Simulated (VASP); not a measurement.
# HgPt (P4/mmm) in VASP: further runs

HgPt is run at these levels: LDA; tasks: electric field gradients.

Everything below comes from runs of VASP 6.6.1. Logs are shortened: lines on timing, memory, paths and dates and some standing lists are left out, and cuts for length are marked.

## (1) The cell of the first run

Symmetry: P4/mmm, No. 123, tetragonal system. The conventional cell has a = 2.910 Å, b = 2.910 Å, c = 3.747 Å, α = 90.00°, β = 90.00°, γ = 90.00°. Hg (site symmetry 4/mmm) has 8 Pt at 2.78 Å and 6 Hg at 2.91 to 3.75 Å within 3.8 Å. Pt (site symmetry 4/mmm) has 8 Hg at 2.78 Å and 6 Pt at 2.91 to 3.75 Å within 3.8 Å.

## (2) Electric field gradients, LDA (15.87 Å³/atom)

INCAR

```
PREC = Accurate
ENCUT = 520
EDIFF = 1E-8
ISMEAR = -1
SIGMA = 0.03
LREAL = False
LASPH = True
NELM = 80
ALGO = Normal
ISIF = 2
LWAVE = False
LCHARG = False
GGA = CA
LEFG = True
NBANDS = 18
```

KPOINTS

```
Automatic mesh
0
Gamma
  12 12 10
```

POSCAR

```
HgPt
1.0
    2.9103503290      0.0000000000      0.0000000000
    0.0000000000      2.9103503290      0.0000000000
    0.0000000000      0.0000000000      3.7469168658
Hg Pt
1 1
Direct
    0.0000000000      0.0000000000      0.0000000000
    0.5000000000      0.5000000000      0.5000000000
```

Potentials or basis: VASP PAW LDA potentials, release 64 (Hg, Pt).

Launch:

```bash
> cat potpaw_LDA.64/Hg/POTCAR potpaw_LDA.64/Pt/POTCAR > POTCAR
> mpirun -np 1 vasp_std > vasp.out
```

OUTCAR:

```text
PREC = Accurate
   ENCUT = 520
   EDIFF = 1E-8
   ISMEAR = -1
   LREAL = False
   LASPH = True
   NELM = 80
   ISIF = 2
   GGA = CA

 ion  position               nearest neighbor table
   1  0.000  0.000  0.000-   2 2.78   2 2.78   2 2.78   2 2.78   2 2.78   2 2.78   2 2.78   2 2.78

   2  0.500  0.500  0.500-   1 2.78   1 2.78   1 2.78   1 2.78   1 2.78   1 2.78   1 2.78   1 2.78

  LATTYP: Found a simple tetragonal cell.
 ALAT       =     2.9103503290
 C/A-ratio  =     1.2874453046

  Lattice vectors:

 A1 = (   2.9103503290,   0.0000000000,   0.0000000000)
 A2 = (   0.0000000000,   2.9103503290,   0.0000000000)
 A3 = (   0.0000000000,   0.0000000000,   3.7469168658)

Analysis of symmetry for initial positions (statically):
=====================================================================
 Subroutine PRICEL returns:
 Original cell was already a primitive cell.

 Routine SETGRP: Setting up the symmetry group for a
 simple tetragonal supercell.

 Subroutine GETGRP returns: Found 16 space group operations
 (whereof 16 operations were pure point group operations)
 out of a pool of 16 trial point group operations.

The static configuration has the point symmetry D_4h.

Analysis of symmetry for dynamics (positions and initial velocities):
=====================================================================
 Subroutine PRICEL returns:
 Original cell was already a primitive cell.

 Routine SETGRP: Setting up the symmetry group for a
 simple tetragonal supercell.

 Subroutine GETGRP returns: Found 16 space group operations
 (whereof 16 operations were pure point group operations)
 out of a pool of 16 trial point group operations.

The dynamic configuration has the point symmetry D_4h.

 Subroutine INISYM returns: Found 16 space group operations
 (whereof 16 operations are pure point group operations),
 and found     1 'primitive' translations

----------------------------------------------------------------------------------------

                                     Primitive cell

  volume of cell :      31.7369

  direct lattice vectors                    reciprocal lattice vectors
     2.910350329  0.000000000  0.000000000     0.343601246  0.000000000  0.000000000
     0.000000000  2.910350329  0.000000000     0.000000000  0.343601246  0.000000000
     0.000000000  0.000000000  3.746916866     0.000000000  0.000000000  0.266886092

  length of vectors
     2.910350329  2.910350329  3.746916866     0.343601246  0.343601246  0.266886092

  position of ions in fractional coordinates (direct lattice)
     0.000000000  0.000000000  0.000000000
     0.500000000  0.500000000  0.500000000

  ion indices of the primitive-cell ions
   primitive index   ion index
                 1           1
                 2           2

----------------------------------------------------------------------------------------

 KPOINTS: Automatic mesh

Automatic generation of k-mesh.
 Grid dimensions read from file:
 generate k-points for:   12   12   10

 Generating k-lattice:

  Cartesian coordinates                     Fractional coordinates (reciprocal lattice)
     0.028633437  0.000000000  0.000000000     0.083333333  0.000000000  0.000000000
     0.000000000  0.028633437  0.000000000     0.000000000  0.083333333  0.000000000
     0.000000000  0.000000000  0.026688609     0.000000000  0.000000000  0.100000000

  Length of vectors
     0.028633437  0.028633437  0.026688609

  Shift w.r.t. Gamma in fractional coordinates (k-lattice)
     0.000000000  0.000000000  0.000000000

 Subroutine IBZKPT returns following result:
 ===========================================

 Found    168 irreducible k-points:

 Following reciprocal coordinates:
            Coordinates               Weight
  0.000000  0.000000  0.000000      1.000000
  0.083333  0.000000  0.000000      4.000000
  0.166667  0.000000  0.000000      4.000000
  0.250000  0.000000  0.000000      4.000000
  0.333333  0.000000  0.000000      4.000000
  0.416667  0.000000  0.000000      4.000000
[... 16 lines left out ...]
  0.333333  0.333333  0.000000      4.000000
  0.416667  0.333333  0.000000      8.000000
 [... further k-points ...]
   k-points           NKPTS =    168   k-points in BZ     NKDIM =    168   number of bands    NBANDS=     18
   number of dos      NEDOS =    301   number of ions     NIONS =      2
   total plane-waves  NPLWV =  16128
   dimension x,y,z NGX =    24 NGY =   24 NGZ =   28
   dimension x,y,z NGXF=    48 NGYF=   48 NGZF=   56
   ions per type =               1   1
   NGX,Y,Z   is equivalent  to a cutoff of  13.71, 13.71, 12.42 a.u.
   NGXF,Y,Z  is equivalent  to a cutoff of  27.42, 27.42, 24.85 a.u.
 SYSTEM =  unknown system
   PREC   = accura    normal or accurate (medium, high low for compatibility)
   ISTART =      0    job   : 0-new  1-cont  2-samecut
   ICHARG =      2    charge: 1-file 2-atom 10-const
   ISPIN  =      1    spin polarized calculation?
   LNONCOLLINEAR =      F non collinear calculations
   LSORBIT =      F    spin-orbit coupling
   LASPH  =      T    aspherical Exc in radial PAW
   ENCUT  =  520.0 eV  38.22 Ry    6.18 a.u.   5.41  5.41  6.97*2*pi/ulx,y,z
   NELM   =     80;   NELMIN=  2; NELMDL= -5     # of ELM steps
   EDIFF  = 0.1E-07   stopping-criterion for ELM
   LREAL  =      F    real-space projection
   EDIFFG = 0.1E-06   stopping-criterion for IOM
   NSW    =      0    number of steps for IOM
   IBRION =     -1    ionic relax: 0-MD 1-quasi-New 2-CG
   NFREE  =      0    steps in history (QN), initial steepest desc. (CG)
   ISIF   =      2    stress and relaxation
   ISYM   =      2    0-nonsym 1-usesym 2-fastsym
   POTIM  = 0.5000    time-step for ionic-motion
   TEBEG  =    0.0;   TEEND  =   0.0 temperature during run
   PSTRESS=    0.0 pullay stress
   NELECT =      22.0000    total number of electrons
   NUPDOWN=      -1.0000    fix difference up-down
   EMIN   =  10.00;   EMAX   =-10.00  energy-range for DOS
   EFERMI =   0.00;   METHOD = LEGACY
   ISMEAR =    -1;   SIGMA  =   0.03  broadening in eV -4-tet -1-fermi 0-gaus
   EFERMI_NEDOS =   21; number of points for ismear=-14 and -15
   IALGO  =     38    algorithm
   IMIX   =      4    mixing-type and parameters
     AMIX     =   0.40;   BMIX     =  1.00
     AMIX_MAG =   1.60;   BMIX_MAG =  1.00
  volume/ion in A,a.u.               =      15.87       107.09
  Fermi-wavevector in a.u.,A,eV,Ry     =   1.448864  2.737955 28.561431  2.099206
  Thomas-Fermi vector in A             =   2.566656
   LORBIT       =      0    0 simple, 1 ext, 2 COOP (PROOUT), +10 PAW based schemes
   GGA     = CA    functional components
   LHFCALC =     F    Hartree Fock is set to
   AEXX    =    0.0000 exact exchange contribution
   IVDW    =     0    specifies the selected vdW correction
   LEPSILON=     F    determine dielectric tensor
   LRPA    =     F    only Hartree local field effects (RPA)
 non-spin polarized calculation
  energy-cutoff  :      520.00
  volume of cell :       31.74
 maximum number of plane-waves:       878
 NGX is ok and might be reduce to    24
   NGX = 11   NGY = 11   NGZ = 13

 number of electron      22.0000003 magnetization

 Free energy of the ion-electron system (eV)
  ---------------------------------------------------
  ext. energy  EPLUGINS =         0.00000000
  ---------------------------------------------------
  free energy    TOTEN  =        -8.44044933 eV

  energy without entropy =       -8.43878990  energy(sigma->0) =       -8.43961961

 E-fermi :   8.2788     XC(G=0): -13.3910

 val. band max:        8.2787270316   @ k =   0.5000   0.5000   0.5000
 cond. band min:       8.3322353844   @ k =   0.3333   0.0833   0.4000
 fundamental gap:      0.0535083528
 Fermi energy:         8.2788166555

 k-point     1 :       0.0000    0.0000    0.0000
  band No.  band energies     occupation
      1      -3.0950      2.00000
      2      -1.0545      2.00000
      3      -0.8823      2.00000
      4       0.8754      2.00000
      5       0.8754      2.00000
      6       1.6465      2.00000
[... 10 lines left out ...]
     17      24.8371      0.00000
     18      26.4879      0.00000

 k-point     2 :       0.0833    0.0000    0.0000
  band No.  band energies     occupation
      1      -2.9320      2.00000
      2      -0.9804      2.00000
      3      -0.7972      2.00000
      4       0.8164      2.00000
      5       0.9061      2.00000
      6       1.5905      2.00000
[... 10 lines left out ...]
     17      25.1750      0.00000
     18      25.9101      0.00000
[... 442 lines left out ...]
 k-point    24 :       0.4167    0.3333    0.0000
  band No.  band energies     occupation
      1      -0.9699      2.00000
      2      -0.4122      2.00000
      3      -0.2144      2.00000
      4      -0.1461      2.00000
      5       1.5923      2.00000
      6       3.5444      2.00000
[... 10 lines left out ...]
     17      20.0508      0.00000
     18      20.4630      0.00000

 [... further k-points ...]
[... 5 lines left out ...]
  --------------------------------------------------------------------------------------
  -------------------------------------------------------------------------------------
  Total        2.8602621      2.8602621      3.1116768      0.0000000      0.0000000      0.0000000
  in kB      144.3948867    144.3948867    157.0870780      0.0000000      0.0000000      0.0000000
  external PRESSURE =     148.6256172 kB  Pullay stress =       0.0000000 kB

 VOLUME and BASIS-vectors are now :
 -----------------------------------------------------------------------------
  energy-cutoff  :      520.00
  volume of cell :       31.74
      direct lattice vectors                 reciprocal lattice vectors
     2.910350329  0.000000000  0.000000000     0.343601246  0.000000000  0.000000000
     0.000000000  2.910350329  0.000000000     0.000000000  0.343601246  0.000000000
     0.000000000  0.000000000  3.746916866     0.000000000  0.000000000  0.266886092

 POSITION                                       TOTAL-FORCE (eV/Angst)
 -----------------------------------------------------------------------------------
      0.00000      0.00000      0.00000         0.000000      0.000000      0.000000
      1.45518      1.45518      1.87346         0.000000      0.000000      0.000000
 -----------------------------------------------------------------------------------
    total drift:                                0.000000      0.000000     -0.000000

  FREE ENERGIE OF THE ION-ELECTRON SYSTEM (eV)
  ---------------------------------------------------
  free  energy   TOTEN  =        -8.4404493276 eV

  energy  without entropy=       -8.4387898993  energy(sigma->0) =       -8.43961961

 Electric field gradients (V/A^2)
---------------------------------------------------------------------
 ion       V_xx      V_yy      V_zz      V_xy      V_xz      V_yz
---------------------------------------------------------------------
   1      56.268    56.268  -112.536     0.000     0.000     0.000
   2     -51.733   -51.733   103.466     0.000     0.000    -0.000
---------------------------------------------------------------------

 Electric field gradients after diagonalization (V/A^2)
 (convention: |V_zz| > |V_xx| > |V_yy|)
----------------------------------------------------------------------
 ion       V_xx      V_yy      V_zz     asymmetry (V_yy - V_xx)/ V_zz
----------------------------------------------------------------------
   1      56.268    56.268  -112.536       0.000
   2     -51.733   -51.733   103.466       0.000
----------------------------------------------------------------------

           NMR quadrupolar parameters

 Cq : quadrupolar parameter    Cq=e*Q*V_zz/h
 eta: asymmetry parameters     (V_yy - V_xx)/ V_zz
 Q  : nuclear electric quadrupole moment in mb (millibarn)
----------------------------------------------------------------------
 ion       Cq(MHz)       eta       Q (mb)
----------------------------------------------------------------------
   1      -0.272       0.000       1.000
   2       0.250       0.000       1.000
----------------------------------------------------------------------
```

It took 59 s on 1 thread of Oxide Virtual Turin-like, shared host; peak memory 0.18 GiB.

What came out:

* Free energy: -8.4404 eV
* Pressure: 14.9 GPa
* Band gap on the k mesh: zero (bands 11 and 12 overlap by 4.11 eV)
* Largest electric field gradient by atom: Hg -112.5; Pt +103.5 V/Å²

Electric field gradients, principal values (V/Å²):
```tsv
atom	least	middle	greatest (by size)
1 Hg	56.268	56.268	-112.536
2 Pt	-51.733	-51.733	103.466
```

Caveat: the cell stands under pressure; without QUAD_EFG the Cq values of the log hold for a quadrupole moment of 1 mb, not for the nuclei; spin-orbit coupling is left out, which moves the levels of the heavy elements.

## (3) Electric field gradients, LDA (15.87 Å³/atom)

INCAR

```
ALGO = Normal
EDIFF = 1E-8
ENCUT = 520
ISIF = 2
ISMEAR = -1
LASPH = True
LCHARG = False
LEFG = True
LREAL = False
LWAVE = False
NBANDS = 18
NELM = 60
PREC = Accurate
SIGMA = 0.03
```

KPOINTS

```
k-points
0
Gamma
  12 12 10
```

POSCAR is that of step 2.

Potentials or basis: VASP PAW LDA potentials, release 64 (Hg, Pt).

Launch:

```bash
> cat potpaw_LDA.64/Hg/POTCAR potpaw_LDA.64/Pt/POTCAR > POTCAR
> mpirun -np 1 vasp_std > vasp.out
```

OUTCAR:

```text
EDIFF = 1E-8
   ENCUT = 520
   ISIF = 2
   ISMEAR = -1
   LASPH = True
   LREAL = False
   NELM = 60
   PREC = Accurate

 ion  position               nearest neighbor table
   1  0.000  0.000  0.000-   2 2.78   2 2.78   2 2.78   2 2.78   2 2.78   2 2.78   2 2.78   2 2.78

   2  0.500  0.500  0.500-   1 2.78   1 2.78   1 2.78   1 2.78   1 2.78   1 2.78   1 2.78   1 2.78

  LATTYP: Found a simple tetragonal cell.
 ALAT       =     2.9103503290
 C/A-ratio  =     1.2874453046

  Lattice vectors:

 A1 = (   2.9103503290,   0.0000000000,   0.0000000000)
 A2 = (   0.0000000000,   2.9103503290,   0.0000000000)
 A3 = (   0.0000000000,   0.0000000000,   3.7469168658)

Analysis of symmetry for initial positions (statically):
=====================================================================
 Subroutine PRICEL returns:
 Original cell was already a primitive cell.

 Routine SETGRP: Setting up the symmetry group for a
 simple tetragonal supercell.

 Subroutine GETGRP returns: Found 16 space group operations
 (whereof 16 operations were pure point group operations)
[... 693 lines left out ...]
     0.000000000  2.910350329  0.000000000     0.000000000  0.343601246  0.000000000
     0.000000000  0.000000000  3.746916866     0.000000000  0.000000000  0.266886092

 POSITION                                       TOTAL-FORCE (eV/Angst)
 -----------------------------------------------------------------------------------
      0.00000      0.00000      0.00000         0.000000      0.000000      0.000000
      1.45518      1.45518      1.87346         0.000000      0.000000      0.000000
 -----------------------------------------------------------------------------------
    total drift:                                0.000000      0.000000     -0.000000

  FREE ENERGIE OF THE ION-ELECTRON SYSTEM (eV)
  ---------------------------------------------------
  free  energy   TOTEN  =        -8.4404493276 eV

  energy  without entropy=       -8.4387898993  energy(sigma->0) =       -8.43961961

 Electric field gradients (V/A^2)
---------------------------------------------------------------------
 ion       V_xx      V_yy      V_zz      V_xy      V_xz      V_yz
---------------------------------------------------------------------
   1      56.268    56.268  -112.536     0.000     0.000     0.000
   2     -51.733   -51.733   103.466     0.000     0.000    -0.000
---------------------------------------------------------------------

 Electric field gradients after diagonalization (V/A^2)
 (convention: |V_zz| > |V_xx| > |V_yy|)
----------------------------------------------------------------------
 ion       V_xx      V_yy      V_zz     asymmetry (V_yy - V_xx)/ V_zz
----------------------------------------------------------------------
   1      56.268    56.268  -112.536       0.000
   2     -51.733   -51.733   103.466       0.000
----------------------------------------------------------------------

           NMR quadrupolar parameters

 Cq : quadrupolar parameter    Cq=e*Q*V_zz/h
 eta: asymmetry parameters     (V_yy - V_xx)/ V_zz
 Q  : nuclear electric quadrupole moment in mb (millibarn)
----------------------------------------------------------------------
 ion       Cq(MHz)       eta       Q (mb)
----------------------------------------------------------------------
   1      -0.272       0.000       1.000
   2       0.250       0.000       1.000
----------------------------------------------------------------------
```

OSZICAR:

```text
N       E                     dE             d eps       ncg     rms          rms(c)
DAV:   1     0.149413927285E+03    0.14941E+03   -0.11948E+04  6208   0.122E+03
DAV:   2    -0.555462166959E+01   -0.15497E+03   -0.14703E+03  6312   0.300E+02
DAV:   3    -0.882013612269E+01   -0.32655E+01   -0.32504E+01  7074   0.477E+01
DAV:   4    -0.883272834874E+01   -0.12592E-01   -0.12590E-01  6674   0.275E+00
DAV:   5    -0.883283989574E+01   -0.11155E-03   -0.11155E-03  6724   0.288E-01    0.170E+01
DAV:   6    -0.850621767626E+01    0.32662E+00   -0.42900E-01  7078   0.106E+01    0.112E+01
DAV:   7    -0.844878860124E+01    0.57429E-01   -0.23184E-01  6590   0.409E+00    0.193E+00
DAV:   8    -0.844119861440E+01    0.75900E-02   -0.34159E-02  6396   0.157E+00    0.662E-01
DAV:   9    -0.844047136858E+01    0.72725E-03   -0.29643E-03  6526   0.833E-01    0.148E-01
DAV:  10    -0.844045346710E+01    0.17901E-04   -0.12642E-04  6600   0.921E-02    0.568E-02
DAV:  11    -0.844044937897E+01    0.40881E-05   -0.10436E-05  6692   0.307E-02    0.531E-03
DAV:  12    -0.844044934025E+01    0.38719E-07   -0.92364E-07  6622   0.124E-02    0.643E-03
DAV:  13    -0.844044932712E+01    0.13135E-07   -0.78183E-08  6920   0.408E-03    0.318E-04
DAV:  14    -0.844044932759E+01   -0.46680E-09   -0.46950E-09  3310   0.729E-04
   1 F= -.84404493E+01 E0= -.84396196E+01  d E =-.165943E-02
```

Wall time 58 s (1 thread of Oxide Virtual Turin-like, shared host); peak memory 0.18 GiB.

Results:

| Item | Value |
| --- | --- |
| Free energy | -8.4404 eV |
| Pressure | 14.9 GPa |
| Band gap on the k mesh | zero (bands 11 and 12 overlap by 4.11 eV) |
| Largest electric field gradient by atom | Hg -112.5; Pt +103.5 V/Å² |

Electric field gradients, principal values (V/Å²):
| atom | least | middle | greatest (by size) |
| --- | --- | --- | --- |
| 1 Hg | 56.268 | 56.268 | -112.536 |
| 2 Pt | -51.733 | -51.733 | 103.466 |

Caveat: the cell stands under pressure; without QUAD_EFG the Cq values of the log hold for a quadrupole moment of 1 mb, not for the nuclei; spin-orbit coupling is left out, which moves the levels of the heavy elements.

(Continued in part 2 of 2.)

The gap in the log of VASP goes by the Fermi energy; the results here count the filled bands.